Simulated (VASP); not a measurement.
# Te (P6/mmm) in VASP: further runs

Te is run at these levels: revPBE; tasks: single point.

Program: VASP 6.6.1. These are calculated values, not measurements. Logs are shortened: lines on timing, memory, paths and dates and some standing lists are left out, and cuts for length are marked.

### Step 1. The cell of the first run

It takes space group P6/mmm (No. 191, hexagonal). The conventional cell has a = 5.434 Å, b = 5.434 Å, c = 3.195 Å, α = 90.00°, β = 90.00°, γ = 120.00°. Within 4.2 Å of Te (site symmetry 6/mmm) lie 14 Te at 3.19 to 3.52 Å. Te (site symmetry -6m2) has 11 Te at 3.14 to 3.52 Å within 4.1 Å.

This isn't the form of Te at room conditions, which is trigonal, of chains.

### Step 2. Single point, revPBE (27.23 Å³/atom)

Contents of INCAR:

```
  PREC = Accurate
  ENCUT = 500
  EDIFF = 1E-6
  ISMEAR = -1
  SIGMA = 0.1
  LREAL = F
  LASPH = T
  NELM = 120
  ALGO = Normal
  ISIF = 2
  LWAVE = F
  LCHARG = F
  GGA = RE
  NBANDS = 16
  GGA_COMPAT = F
```

Contents of KPOINTS:

```
Automatic mesh
0
Gamma
  8 8 11
```

Contents of POSCAR:

```
Te
1.0
    5.4335038031      0.0000000000      0.0000000000
   -2.7167519016      4.7055523251      0.0000000000
    0.0000000000      0.0000000000      3.1948109186
Te
3
Direct
    0.0000000000      0.0000000000      0.0000000000
    0.3333333333      0.6666666667      0.5000000000
    0.6666666667      0.3333333333      0.5000000000
```

Potentials or basis: VASP PAW PBE potentials, release 64 (Te).

Run with:

```bash
cat potpaw_PBE.64/Te/POTCAR > POTCAR
mpirun -np 1 vasp_std > vasp.out
```

OUTCAR:

```text
PREC = Accurate
   ENCUT = 500
   EDIFF = 1E-6
   ISMEAR = -1
   LREAL = F
   LASPH = T
   NELM = 120
   ISIF = 2
   GGA = RE

 ion  position               nearest neighbor table
   1  0.000  0.000  0.000-   2 3.52   3 3.52   2 3.52   3 3.52   3 3.52   3 3.52   2 3.52   2 3.52
                             3 3.52   3 3.52   2 3.52   2 3.52
   2  0.333  0.667  0.500-   3 3.14   3 3.14   3 3.14   1 3.52   1 3.52   1 3.52   1 3.52   1 3.52
                             1 3.52
   3  0.667  0.333  0.500-   2 3.14   2 3.14   2 3.14   1 3.52   1 3.52   1 3.52   1 3.52   1 3.52
                             1 3.52

  LATTYP: Found a hexagonal cell.
 ALAT       =     5.4335038031
 C/A-ratio  =     0.5879835617

  Lattice vectors:

 A1 = (   5.4335038031,   0.0000000000,   0.0000000000)
 A2 = (  -2.7167519016,   4.7055523251,   0.0000000000)
 A3 = (   0.0000000000,   0.0000000000,   3.1948109186)

Analysis of symmetry for initial positions (statically):
=====================================================================
 Subroutine PRICEL returns:
 Original cell was already a primitive cell.

 Routine SETGRP: Setting up the symmetry group for a
 hexagonal supercell.

 Subroutine GETGRP returns: Found 24 space group operations
 (whereof 24 operations were pure point group operations)
 out of a pool of 24 trial point group operations.

The static configuration has the point symmetry D_6h.

Analysis of symmetry for dynamics (positions and initial velocities):
=====================================================================
 Subroutine PRICEL returns:
 Original cell was already a primitive cell.

 Routine SETGRP: Setting up the symmetry group for a
 hexagonal supercell.

 Subroutine GETGRP returns: Found 24 space group operations
 (whereof 24 operations were pure point group operations)
 out of a pool of 24 trial point group operations.

The dynamic configuration has the point symmetry D_6h.

 Subroutine INISYM returns: Found 24 space group operations
 (whereof 24 operations are pure point group operations),
 and found     1 'primitive' translations

----------------------------------------------------------------------------------------

                                     Primitive cell

  volume of cell :      81.6838

  direct lattice vectors                    reciprocal lattice vectors
     5.433503803  0.000000000  0.000000000     0.184043305  0.106257452  0.000000000
    -2.716751902  4.705552325  0.000000000     0.000000000  0.212514904  0.000000000
[... 90 lines left out ...]
   NSW    =      0    number of steps for IOM
   IBRION =     -1    ionic relax: 0-MD 1-quasi-New 2-CG
   NFREE  =      0    steps in history (QN), initial steepest desc. (CG)
   ISIF   =      2    stress and relaxation
   ISYM   =      2    0-nonsym 1-usesym 2-fastsym
   POTIM  = 0.5000    time-step for ionic-motion
   TEBEG  =    0.0;   TEEND  =   0.0 temperature during run
   PSTRESS=    0.0 pullay stress
   NELECT =      18.0000    total number of electrons
   NUPDOWN=      -1.0000    fix difference up-down
   EMIN   =  10.00;   EMAX   =-10.00  energy-range for DOS
   EFERMI =   0.00;   METHOD = LEGACY
   ISMEAR =    -1;   SIGMA  =   0.10  broadening in eV -4-tet -1-fermi 0-gaus
   EFERMI_NEDOS =   21; number of points for ismear=-14 and -15
   IALGO  =     38    algorithm
   IMIX   =      4    mixing-type and parameters
     AMIX     =   0.40;   BMIX     =  1.00
     AMIX_MAG =   1.60;   BMIX_MAG =  1.00
  volume/ion in A,a.u.               =      27.23       183.74
  Fermi-wavevector in a.u.,A,eV,Ry     =   0.988827  1.868613 13.303495  0.977779
  Thomas-Fermi vector in A             =   2.120382
   LORBIT       =      0    0 simple, 1 ext, 2 COOP (PROOUT), +10 PAW based schemes
   GGA     = RE    functional components
   LHFCALC =     F    Hartree Fock is set to
   AEXX    =    0.0000 exact exchange contribution
   IVDW    =     0    specifies the selected vdW correction
   LEPSILON=     F    determine dielectric tensor
   LRPA    =     F    only Hartree local field effects (RPA)
 non-spin polarized calculation
  energy-cutoff  :      500.00
  volume of cell :       81.68
 maximum number of plane-waves:      2091
 NGX is ok and might be reduce to    40
   NGX = 19   NGY = 19   NGZ = 11

 number of electron      18.0000001 magnetization

 Free energy of the ion-electron system (eV)
  ---------------------------------------------------
  ext. energy  EPLUGINS =         0.00000000
  ---------------------------------------------------
  free energy    TOTEN  =        -7.30981741 eV

  energy without entropy =       -7.23569355  energy(sigma->0) =       -7.27275548

 E-fermi :   8.6510     XC(G=0): -10.2354

 val. band max:        8.6396803465   @ k =   0.2500   0.2500   0.1818
 cond. band min:       8.6719716695   @ k =   0.5000   0.0000   0.0909
 fundamental gap:      0.0322913230
 Fermi energy:         8.6509558069

 k-point     1 :       0.0000    0.0000    0.0000
  band No.  band energies     occupation
      1      -5.7434      2.00000
      2      -1.9974      2.00000
      3      -1.9888      2.00000
      4       3.6666      2.00000
      5       3.6666      2.00000
      6       4.1257      2.00000
[... 433 lines left out ...]
      3      -2.1413      2.00000
      4       2.7567      2.00000
      5       4.9194      2.00000
      6       6.8516      2.00000
[... 8 lines left out ...]
     15      16.9227      0.00000
     16      17.2135      0.00000

 [... further k-points ...]

------------------------ aborting loop because EDIFF is reached ----------------------------------------

  FORCE on cell =-STRESS in cart. coord.  units (eV):
  Direction    XX          YY          ZZ          XY          YZ          ZX
  --------------------------------------------------------------------------------------
  -------------------------------------------------------------------------------------
  Total        2.7486133      2.7486133      1.6093233     -0.0000000      0.0000000      0.0000000
  in kB       53.9123777     53.9123777     31.5658964     -0.0000000      0.0000000      0.0000000
  external PRESSURE =      46.4635506 kB  Pullay stress =       0.0000000 kB

 VOLUME and BASIS-vectors are now :
 -----------------------------------------------------------------------------
  energy-cutoff  :      500.00
  volume of cell :       81.68
      direct lattice vectors                 reciprocal lattice vectors
     5.433503803  0.000000000  0.000000000     0.184043305  0.106257452  0.000000000
    -2.716751902  4.705552325  0.000000000     0.000000000  0.212514904  0.000000000
     0.000000000  0.000000000  3.194810919     0.000000000  0.000000000  0.313007569

 POSITION                                       TOTAL-FORCE (eV/Angst)
 -----------------------------------------------------------------------------------
      0.00000      0.00000      0.00000         0.000000      0.000000      0.000000
     -0.00000      3.13703      1.59741         0.000000      0.000000      0.000000
      2.71675      1.56852      1.59741        -0.000000      0.000000     -0.000000
 -----------------------------------------------------------------------------------
    total drift:                                0.000000     -0.000000      0.000000

  FREE ENERGIE OF THE ION-ELECTRON SYSTEM (eV)
  ---------------------------------------------------
  free  energy   TOTEN  =        -7.3098174144 eV

  energy  without entropy=       -7.2356935480  energy(sigma->0) =       -7.27275548
```

OSZICAR:

```text
N       E                     dE             d eps       ncg     rms          rms(c)
DAV:   1     0.665666368163E+02    0.66567E+02   -0.64782E+03  1920   0.883E+02
DAV:   2    -0.385254028494E+01   -0.70419E+02   -0.67335E+02  2616   0.137E+02
DAV:   3    -0.729908476216E+01   -0.34465E+01   -0.34157E+01  2376   0.323E+01
DAV:   4    -0.733868433885E+01   -0.39600E-01   -0.39595E-01  2576   0.427E+00
DAV:   5    -0.733955245960E+01   -0.86812E-03   -0.86812E-03  2472   0.620E-01    0.126E+01
DAV:   6    -0.730814099161E+01    0.31411E-01   -0.98730E-02  2312   0.156E+00    0.784E+00
DAV:   7    -0.730995154573E+01   -0.18106E-02   -0.35438E-02  2296   0.106E+00    0.130E+00
DAV:   8    -0.730989411094E+01    0.57435E-04   -0.28480E-03  2448   0.324E-01    0.334E-01
DAV:   9    -0.730984419230E+01    0.49919E-04   -0.37591E-04  2536   0.105E-01    0.152E-01
DAV:  10    -0.730981902654E+01    0.25166E-04   -0.86267E-05  2272   0.459E-02    0.702E-02
DAV:  11    -0.730981889975E+01    0.12679E-06   -0.10637E-05  2312   0.178E-02    0.211E-02
DAV:  12    -0.730981711068E+01    0.17891E-05   -0.11190E-06  1976   0.730E-03    0.697E-03
DAV:  13    -0.730981741435E+01   -0.30368E-06   -0.19639E-07  1320   0.285E-03
   1 F= -.73098174E+01 E0= -.72727555E+01  d E =-.741239E-01
```

Wall time 96 s (1 thread of Oxide Virtual Turin-like, shared host); peak memory 0.18 GiB.

What came out:

```
Free energy            : -7.3098 eV
Pressure               : 4.6 GPa
Band gap on the k mesh : zero (bands 9 and 10 overlap by 5.44 eV)
```

Levels at points of the mesh, in eV from the Fermi level:
| k point | band 7 | band 8 | band 9 | band 10 | band 11 | band 12 |
| --- | --- | --- | --- | --- | --- | --- |
| (0.00, 0.00, 0.00) | -4.53 | 0.35 | 2.97 | 2.97 | 3.43 | 3.64 |
| (0.50, 0.00, 0.00) | -0.40 | -0.08 | 0.35 | 1.65 | 1.82 | 3.06 |

Caveat: the cell stands under pressure; the PAW data sets were made with another functional, which shifts forces and pressure a little; spin-orbit coupling is left out, which moves the levels of the heavy elements.

### Step 3. Single point, revPBE (28.41 Å³/atom)

This run uses another cell than the first one, of 28.41 Å³/atom.

Contents of INCAR:

```
PREC     = Accurate       # precision mode
ENCUT    = 500            # plane-wave cutoff, eV
EDIFF    = 1E-6           # SCF threshold, eV
ISMEAR   = -1             # smearing method
SIGMA    = 0.1            # smearing width, eV
LREAL    = F              # projectors in reciprocal space
LASPH    = T              # aspherical terms in the spheres
NELM     = 120            # most SCF steps
ALGO     = Normal         # electronic algorithm
ISIF     = 2              # what is computed and relaxed
LWAVE    = F              # write WAVECAR
LCHARG   = F              # write CHGCAR
GGA      = RE             # functional
NBANDS   = 16             # bands
GGA_COMPAT= F
```

KPOINTS is that of step 2.

Contents of POSCAR:

```
Te
1.0
    5.5111357745      0.0000000000      0.0000000000
   -2.7555678873      4.7727835844      0.0000000000
    0.0000000000      0.0000000000      3.2404572417
Te
3
Direct
    0.0000000000      0.0000000000      0.0000000000
    0.3333333333      0.6666666667      0.5000000000
    0.6666666667      0.3333333333      0.5000000000
```

Potentials or basis: VASP PAW PBE potentials, release 64 (Te).

Run with:

```bash
cat potpaw_PBE.64/Te/POTCAR > POTCAR
mpirun -np 1 vasp_std > vasp.out
```

Wall time 76 s (1 thread of Oxide Virtual Turin-like, shared host); peak memory 0.18 GiB.

Results (log left out):

```
Free energy            : -7.3813 eV
Pressure               : 1.9 GPa
Band gap on the k mesh : zero (bands 9 and 10 overlap by 5.14 eV)
```

Stress tensor (GPa, compression positive):
```
2.60 0.00 0.00
0.00 2.60 0.00
0.00 0.00 0.53
```

Levels at points of the mesh, in eV from the Fermi level:
| k point | band 5 | band 6 | band 7 | band 8 | band 9 | band 10 | band 11 | band 12 | band 13 | band 14 |
| --- | --- | --- | --- | --- | --- | --- | --- | --- | --- | --- |
| (0.00, 0.00, 0.00) | -4.72 | -4.26 | -4.26 | 0.34 | 2.76 | 2.76 | 3.19 | 3.39 | 5.11 | 9.14 |
| (0.50, 0.00, 0.00) | -2.71 | -2.33 | -0.36 | -0.03 | 0.33 | 1.56 | 1.73 | 2.86 | 5.41 | 6.68 |

Caveat: the PAW data sets were made with another functional, which shifts forces and pressure a little; spin-orbit coupling is left out, which moves the levels of the heavy elements.

### Step 4. Single point, revPBE (29.60 Å³/atom)

This run uses another cell than the first one, of 29.60 Å³/atom.

Contents of INCAR:

```
SYSTEM = Te
ALGO = Normal
EDIFF = 1E-6
ENCUT = 500
GGA = RE
GGA_COMPAT = .False.
ISIF = 2
ISMEAR = -1
LASPH = .True.
LCHARG = .True.
LELF = .True.
LREAL = .False.
LVHAR = .True.
LWAVE = .False.
NBANDS = 16
NELM = 120
PREC = Accurate
SIGMA = 0.1
```

Contents of KPOINTS:

```
k-points
0
Gamma
  8 8 11
  0 0 0
```

Contents of POSCAR:

```
Te
1.0
    5.5866401676      0.0000000000      0.0000000000
   -2.7933200838      4.8381723069      0.0000000000
    0.0000000000      0.0000000000      3.2848525836
Te
3
Direct
    0.0000000000      0.0000000000      0.0000000000
    0.3333333333      0.6666666667      0.5000000000
    0.6666666667      0.3333333333      0.5000000000
```

Potentials or basis: VASP PAW PBE potentials, release 64 (Te).

Run with:

```bash
cat potpaw_PBE.64/Te/POTCAR > POTCAR
mpirun -np 1 vasp_std > vasp.out
```

OUTCAR:

```text
SYSTEM = Te
   EDIFF = 1E-6
   ENCUT = 500
   GGA = RE
   ISIF = 2
   ISMEAR = -1
   LASPH = .True.
   LREAL = .False.
   NELM = 120
   PREC = Accurate

 ion  position               nearest neighbor table
   1  0.000  0.000  0.000-   2 3.62   3 3.62   2 3.62   3 3.62   2 3.62   2 3.62   3 3.62   3 3.62
                             3 3.62   3 3.62   2 3.62   2 3.62
   2  0.333  0.667  0.500-   3 3.23   3 3.23   3 3.23   1 3.62   1 3.62   1 3.62   1 3.62   1 3.62
                             1 3.62
   3  0.667  0.333  0.500-   2 3.23   2 3.23   2 3.23   1 3.62   1 3.62   1 3.62   1 3.62   1 3.62
                             1 3.62

  LATTYP: Found a hexagonal cell.
 ALAT       =     5.5866401676
 C/A-ratio  =     0.5879835617

  Lattice vectors:

 A1 = (   5.5866401676,   0.0000000000,   0.0000000000)
 A2 = (  -2.7933200838,   4.8381723069,   0.0000000000)
 A3 = (   0.0000000000,   0.0000000000,   3.2848525836)

Analysis of symmetry for initial positions (statically):
=====================================================================
 Subroutine PRICEL returns:
 Original cell was already a primitive cell.

 Routine SETGRP: Setting up the symmetry group for a
 hexagonal supercell.

[... 172 lines left out ...]
 fundamental gap:      0.0077322594
 Fermi energy:         7.4737627053

 k-point     1 :       0.0000    0.0000    0.0000
  band No.  band energies     occupation
      1      -6.2391      2.00000
      2      -3.0409      2.00000
      3      -3.0192      2.00000
      4       2.9908      2.00000
      5       2.9908      2.00000
      6       3.4510      2.00000
[... 433 lines left out ...]
      3      -3.1298      2.00000
      4       2.1659      2.00000
      5       3.9946      2.00000
      6       5.8324      2.00000
[... 8 lines left out ...]
     15      15.5873      0.00000
     16      15.8700      0.00000

 [... further k-points ...]

------------------------ aborting loop because EDIFF is reached ----------------------------------------

  FORCE on cell =-STRESS in cart. coord.  units (eV):
  Direction    XX          YY          ZZ          XY          YZ          ZX
  --------------------------------------------------------------------------------------
  -------------------------------------------------------------------------------------
  Total        0.2209255      0.2209255     -0.8572621      0.0000000      0.0000000      0.0000000
  in kB        3.9866535      3.9866535    -15.4695009      0.0000000      0.0000000      0.0000000
  external PRESSURE =      -2.4987313 kB  Pullay stress =       0.0000000 kB

 VOLUME and BASIS-vectors are now :
 -----------------------------------------------------------------------------
  energy-cutoff  :      500.00
  volume of cell :       88.79
      direct lattice vectors                 reciprocal lattice vectors
     5.586640168  0.000000000  0.000000000     0.178998462  0.103344810  0.000000000
    -2.793320084  4.838172307  0.000000000     0.000000000  0.206689621  0.000000000
     0.000000000  0.000000000  3.284852584     0.000000000  0.000000000  0.304427664

 POSITION                                       TOTAL-FORCE (eV/Angst)
 -----------------------------------------------------------------------------------
      0.00000      0.00000      0.00000         0.000000     -0.000000     -0.000000
     -0.00000      3.22545      1.64243        -0.000000      0.000000      0.000000
      2.79332      1.61272      1.64243         0.000000     -0.000000     -0.000000
 -----------------------------------------------------------------------------------
    total drift:                               -0.000000      0.000000     -0.000000

  FREE ENERGIE OF THE ION-ELECTRON SYSTEM (eV)
  ---------------------------------------------------
  free  energy   TOTEN  =        -7.3987250240 eV

  energy  without entropy=       -7.3128250972  energy(sigma->0) =       -7.35577506
```

OSZICAR:

```text
N       E                     dE             d eps       ncg     rms          rms(c)
DAV:   1     0.652170372599E+02    0.65217E+02   -0.64379E+03  1920   0.871E+02
DAV:   2    -0.393240434272E+01   -0.69149E+02   -0.66374E+02  2632   0.134E+02
DAV:   3    -0.739106488797E+01   -0.34587E+01   -0.34396E+01  2352   0.321E+01
DAV:   4    -0.743428310088E+01   -0.43218E-01   -0.43214E-01  2664   0.441E+00
DAV:   5    -0.743519033512E+01   -0.90723E-03   -0.90723E-03  2472   0.601E-01    0.106E+01
DAV:   6    -0.739852362867E+01    0.36667E-01   -0.13420E-01  2296   0.171E+00    0.667E+00
DAV:   7    -0.740019615133E+01   -0.16725E-02   -0.52140E-02  2240   0.125E+00    0.180E+00
DAV:   8    -0.739881916063E+01    0.13770E-02   -0.10379E-02  2304   0.585E-01    0.356E-01
DAV:   9    -0.739878974702E+01    0.29414E-04   -0.11542E-03  2576   0.176E-01    0.279E-01
DAV:  10    -0.739873402633E+01    0.55721E-04   -0.52332E-04  2168   0.105E-01    0.279E-01
DAV:  11    -0.739872725607E+01    0.67703E-05   -0.12601E-04  2128   0.568E-02    0.453E-02
DAV:  12    -0.739872578013E+01    0.14759E-05   -0.32873E-06  2592   0.113E-02    0.192E-02
DAV:  13    -0.739872502395E+01    0.75618E-06   -0.46659E-07  1448   0.452E-03
   1 F= -.73987250E+01 E0= -.73557751E+01  d E =-.858999E-01
```

Wall time 67 s (1 thread of Oxide Virtual Turin-like, shared host); peak memory 0.19 GiB.

Results:

```
Free energy            : -7.3987 eV
Pressure               : -0.2 GPa
Band gap on the k mesh : zero (bands 9 and 10 overlap by 4.86 eV)
```

Caveat: the PAW data sets were made with another functional, which shifts forces and pressure a little; spin-orbit coupling is left out, which moves the levels of the heavy elements.

### Step 5. The runs side by side

| cell | gap on the mesh (eV) | pressure (GPa) |
| --- | --- | --- |
| a = 5.434, b = 5.434, c = 3.195 Å, angles 90.0, 90.0, 120.0°, 3 atoms | none | 4.6 |
| a = 5.511, b = 5.511, c = 3.240 Å, angles 90.0, 90.0, 120.0°, 3 atoms | none | 1.9 |
| a = 5.587, b = 5.587, c = 3.285 Å, angles 90.0, 90.0, 120.0°, 3 atoms | none | -0.2 |

Alike in all rows: task single point; level revPBE; potentials or basis VASP PAW PBE potentials, release 64 (Te); no spin polarisation; k mesh 8 × 8 × 11; cutoff (eV) 500; smearing fermi-dirac 0.1 eV.

Caveats: the PAW data sets were made with another functional, which shifts forces and pressure a little; spin-orbit coupling is left out, which moves the levels of the heavy elements; the cell stands under pressure (at least some runs).

Absolute energies hang on the potentials; compare differences alone.

The gap in the log of VASP goes by the Fermi energy; the results here count the filled bands.